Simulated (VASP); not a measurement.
# CsBe3Ag (Pm-3m) in VASP: single point with PBE

Aim: the single point of CsBe3Ag with PBE.

Everything below comes from runs of VASP 6.6.1. Logs are shortened: lines on timing, memory, paths and dates and some standing lists are left out, and cuts for length are marked.

## (1) The cell of the first run

It takes space group Pm-3m (No. 221, cubic). Conventional cell: a = 4.334 Å, b = 4.334 Å, c = 4.334 Å, α = 90.00°, β = 90.00°, γ = 90.00°. Within 2.9 Å of Cs (site symmetry m-3m) lie 6 Be at 2.17 Å. Be (site symmetry 4/mmm) has 2 Cs at 2.17 Å within 2.9 Å. Within 4.0 Å of Ag (site symmetry m-3m) lie 12 Be at 3.06 Å and 8 Cs at 3.75 Å.

The cell was built from a structure type or drawn by symmetry, and may not be a known phase.

## (2) Single point, PBE

Contents of INCAR:

```
PREC     = Accurate       # precision mode
ENCUT    = 520            # plane-wave cutoff, eV
EDIFF    = 1E-7           # SCF threshold, eV
ISMEAR   = 0              # smearing method
SIGMA    = 0.1            # smearing width, eV
LREAL    = F              # projectors in reciprocal space
LASPH    = T              # aspherical terms in the spheres
NELM     = 80             # most SCF steps
ALGO     = Normal         # electronic algorithm
ISIF     = 2              # what is computed and relaxed
LWAVE    = F              # write WAVECAR
LCHARG   = F              # write CHGCAR
GGA      = PE             # functional
NBANDS   = 21             # bands
```

Contents of KPOINTS:

```
Automatic mesh
0
Gamma
  4 4 4
```

Contents of POSCAR:

```
CsBe3Ag
1.0
    4.3344012700      0.0000000000      0.0000000000
    0.0000000000      4.3344012700      0.0000000000
    0.0000000000      0.0000000000      4.3344012700
Cs Be Ag
1 3 1
Direct
    0.5000000000      0.5000000000      0.5000000000
    0.0000000000      0.5000000000      0.5000000000
    0.5000000000      0.0000000000      0.5000000000
    0.5000000000      0.5000000000      0.0000000000
    0.0000000000      0.0000000000      0.0000000000
```

Potentials or basis: VASP PAW PBE potentials, release 64 (Cs_sv, Be, Ag).

Launch:

```sh
$ cat potpaw_PBE.64/Cs_sv/POTCAR potpaw_PBE.64/Be/POTCAR potpaw_PBE.64/Ag/POTCAR > POTCAR
$ mpirun -np 1 vasp_std > vasp.out
```

OUTCAR:

```text
PREC = Accurate
   ENCUT = 520
   EDIFF = 1E-7
   ISMEAR = 0
   LREAL = F
   LASPH = T
   NELM = 80
   ISIF = 2
   GGA = PE

 ion  position               nearest neighbor table
   1  0.500  0.500  0.500-   2 2.17   3 2.17   4 2.17   4 2.17   3 2.17   2 2.17
   2  0.000  0.500  0.500-   1 2.17   1 2.17
   3  0.500  0.000  0.500-   1 2.17   1 2.17
   4  0.500  0.500  0.000-   1 2.17   1 2.17
   5  0.000  0.000  0.000-

  LATTYP: Found a simple cubic cell.
 ALAT       =     4.3344012700

  Lattice vectors:

 A1 = (   4.3344012700,   0.0000000000,   0.0000000000)
 A2 = (   0.0000000000,   4.3344012700,   0.0000000000)
 A3 = (   0.0000000000,   0.0000000000,   4.3344012700)

Analysis of symmetry for initial positions (statically):
=====================================================================
 Subroutine PRICEL returns:
 Original cell was already a primitive cell.

 Routine SETGRP: Setting up the symmetry group for a
 simple cubic supercell.

 Subroutine GETGRP returns: Found 48 space group operations
 (whereof 48 operations were pure point group operations)
 out of a pool of 48 trial point group operations.

The static configuration has the point symmetry O_h .

Analysis of symmetry for dynamics (positions and initial velocities):
=====================================================================
 Subroutine PRICEL returns:
 Original cell was already a primitive cell.

 Routine SETGRP: Setting up the symmetry group for a
 simple cubic supercell.

 Subroutine GETGRP returns: Found 48 space group operations
 (whereof 48 operations were pure point group operations)
 out of a pool of 48 trial point group operations.

The dynamic configuration has the point symmetry O_h .

 Subroutine INISYM returns: Found 48 space group operations
 (whereof 48 operations are pure point group operations),
 and found     1 'primitive' translations

----------------------------------------------------------------------------------------

                                     Primitive cell

  volume of cell :      81.4305

  direct lattice vectors                    reciprocal lattice vectors
     4.334401270  0.000000000  0.000000000     0.230712372  0.000000000  0.000000000
     0.000000000  4.334401270  0.000000000     0.000000000  0.230712372  0.000000000
[... 75 lines left out ...]
   NELM   =     80;   NELMIN=  2; NELMDL= -5     # of ELM steps
   EDIFF  = 0.1E-06   stopping-criterion for ELM
   LREAL  =      F    real-space projection
   EDIFFG = 0.1E-05   stopping-criterion for IOM
   NSW    =      0    number of steps for IOM
   IBRION =     -1    ionic relax: 0-MD 1-quasi-New 2-CG
   NFREE  =      0    steps in history (QN), initial steepest desc. (CG)
   ISIF   =      2    stress and relaxation
   ISYM   =      2    0-nonsym 1-usesym 2-fastsym
   POTIM  = 0.5000    time-step for ionic-motion
   TEBEG  =    0.0;   TEEND  =   0.0 temperature during run
   PSTRESS=    0.0 pullay stress
   NELECT =      26.0000    total number of electrons
   NUPDOWN=      -1.0000    fix difference up-down
   EMIN   =  10.00;   EMAX   =-10.00  energy-range for DOS
   EFERMI =   0.00;   METHOD = LEGACY
   ISMEAR =     0;   SIGMA  =   0.10  broadening in eV -4-tet -1-fermi 0-gaus
   EFERMI_NEDOS =   21; number of points for ismear=-14 and -15
   IALGO  =     38    algorithm
   IMIX   =      4    mixing-type and parameters
     AMIX     =   0.40;   BMIX     =  1.00
     AMIX_MAG =   1.60;   BMIX_MAG =  1.00
  volume/ion in A,a.u.               =      16.29       109.90
  Fermi-wavevector in a.u.,A,eV,Ry     =   1.118931  2.114474 17.034599  1.252008
  Thomas-Fermi vector in A             =   2.255567
   LORBIT       =      0    0 simple, 1 ext, 2 COOP (PROOUT), +10 PAW based schemes
   GGA     = PE    functional components
   LHFCALC =     F    Hartree Fock is set to
   AEXX    =    0.0000 exact exchange contribution
   IVDW    =     0    specifies the selected vdW correction
   LEPSILON=     F    determine dielectric tensor
   LRPA    =     F    only Hartree local field effects (RPA)
 non-spin polarized calculation
 Gauss-broadening in eV      SIGMA  =   0.10
  energy-cutoff  :      520.00
  volume of cell :       81.43
 maximum number of plane-waves:      2272
   NGX = 17   NGY = 17   NGZ = 17

 number of electron      25.9999999 magnetization

 Free energy of the ion-electron system (eV)
  ---------------------------------------------------
  ext. energy  EPLUGINS =         0.00000000
  ---------------------------------------------------
  free energy    TOTEN  =        -0.00467363 eV

  energy without entropy =        0.01673162  energy(sigma->0) =        0.00602899

 E-fermi :   4.9989     XC(G=0): -10.2602

 val. band max:        4.9777509089   @ k =   0.5000   0.5000   0.0000
 cond. band min:       5.0160635665   @ k =   0.5000   0.5000   0.5000
 fundamental gap:      0.0383126576
 Fermi energy:         4.9988961955

 k-point     1 :       0.0000    0.0000    0.0000
  band No.  band energies     occupation
      1     -18.8171      2.00000
      2      -6.6054      2.00000
      3      -6.6054      2.00000
      4      -6.6054      2.00000
      5      -0.0175      2.00000
      6       0.5965      2.00000
[... 229 lines left out ...]
     20      11.9688      0.00000
     21      11.9688      0.00000

------------------------ aborting loop because EDIFF is reached ----------------------------------------

  FORCE on cell =-STRESS in cart. coord.  units (eV):
  Direction    XX          YY          ZZ          XY          YZ          ZX
  --------------------------------------------------------------------------------------
  -------------------------------------------------------------------------------------
  Total       11.6785632     11.6785632     11.6785632      0.0000000      0.0000000      0.0000000
  in kB      229.7802260    229.7802260    229.7802260      0.0000000      0.0000000      0.0000000
  external PRESSURE =     229.7802260 kB  Pullay stress =       0.0000000 kB

 VOLUME and BASIS-vectors are now :
 -----------------------------------------------------------------------------
  energy-cutoff  :      520.00
  volume of cell :       81.43
      direct lattice vectors                 reciprocal lattice vectors
     4.334401270  0.000000000  0.000000000     0.230712372  0.000000000  0.000000000
     0.000000000  4.334401270  0.000000000     0.000000000  0.230712372  0.000000000
     0.000000000  0.000000000  4.334401270     0.000000000  0.000000000  0.230712372

 POSITION                                       TOTAL-FORCE (eV/Angst)
 -----------------------------------------------------------------------------------
      2.16720      2.16720      2.16720         0.000000      0.000000      0.000000
      0.00000      2.16720      2.16720         0.000000      0.000000      0.000000
      2.16720      0.00000      2.16720         0.000000      0.000000      0.000000
      2.16720      2.16720      0.00000         0.000000      0.000000      0.000000
      0.00000      0.00000      0.00000         0.000000      0.000000      0.000000
 -----------------------------------------------------------------------------------
    total drift:                                0.000000     -0.000000     -0.000000

  FREE ENERGIE OF THE ION-ELECTRON SYSTEM (eV)
  ---------------------------------------------------
  free  energy   TOTEN  =        -0.0046736299 eV

  energy  without entropy=        0.0167316159  energy(sigma->0) =        0.00602899
```

OSZICAR:

```text
N       E                     dE             d eps       ncg     rms          rms(c)
DAV:   1     0.142573852319E+03    0.14257E+03   -0.11545E+04   420   0.109E+03
DAV:   2     0.659502270874E+01   -0.13598E+03   -0.13003E+03   480   0.226E+02
DAV:   3    -0.195637482405E+01   -0.85514E+01   -0.84204E+01   545   0.571E+01
DAV:   4    -0.207242445631E+01   -0.11605E+00   -0.11576E+00   495   0.716E+00
DAV:   5    -0.207408287382E+01   -0.16584E-02   -0.16582E-02   503   0.881E-01    0.816E+00
DAV:   6    -0.535719449974E+00    0.15384E+01   -0.13171E+01   440   0.320E+01    0.843E+00
DAV:   7    -0.865884237917E-01    0.44913E+00   -0.15122E+00   450   0.100E+01    0.223E+00
DAV:   8    -0.166301780623E-01    0.69958E-01   -0.33820E-01   509   0.418E+00    0.765E-01
DAV:   9    -0.529728684705E-02    0.11333E-01   -0.31537E-02   455   0.147E+00    0.210E-01
DAV:  10    -0.476967042277E-02    0.52762E-03   -0.19145E-03   500   0.259E-01    0.735E-02
DAV:  11    -0.468535938603E-02    0.84311E-04   -0.41649E-04   450   0.154E-01    0.164E-02
DAV:  12    -0.467707318353E-02    0.82862E-05   -0.31442E-05   508   0.454E-02    0.604E-03
DAV:  13    -0.467371360151E-02    0.33596E-05   -0.22100E-06   486   0.100E-02    0.271E-03
DAV:  14    -0.467362985773E-02    0.83744E-07   -0.37679E-07   455   0.466E-03
   1 F= -.46736299E-02 E0= 0.60289930E-02  d E =-.214052E-01
```

Wall time 20 s (1 thread of AMD EPYC 7R13, shared host); peak memory 0.15 GiB.

Results:

* Free energy: -0.0047 eV
* Pressure: 23.0 GPa
* Band gap on the k mesh: zero (bands 13 and 14 overlap by 2.09 eV)

Caveat: the k points lie up to 0.36 Å⁻¹ apart, too coarse for converged energies and pressures of a metal; spin-orbit coupling is left out, which moves the levels of the heavy elements.
